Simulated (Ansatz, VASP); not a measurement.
BaTiO3: VASP beside Ansatz

```
Ba Ti O
1.0
     4.05513    0.00000    0.00000
     0.00000    2.88646    2.89486
     0.00000   -2.88646    2.89486
Ba Ti O
1 1 3
Direct
  0.00000 0.00000 0.00000
  0.50000 0.51240 0.51240
  0.00000 0.48740 0.48740
  0.50000 0.50524 0.99184
  0.50000 0.99184 0.50524
```

Alike in both runs: task single point; functional r2SCAN; k mesh 6 × 6 × 6; no spin polarisation.

```csv
,VASP,Ansatz
version,VASP 6.6.1,Ansatz 0.2.0
potentials or method,"VASP PAW PBE potentials, release 64 (Ba_sv, Ti_sv, O), cutoff 520 eV","plane waves, PAW"
occupations,"gaussian, width 0.01 eV",fixed
valence electrons in the cell,40,40
```

VASP gave:

* pressure (GPa): -7.4
* traceless stress, the component that is largest in VASP (GPa): -0.35

Problem. What did Ansatz give for the same quantities?

Solution. Pressure (GPa): -9.0; traceless stress, the component that is largest in VASP (GPa): -0.36.

VASP's potentials were made for PBE, not for r2SCAN.

Neither program's run includes spin-orbit coupling.
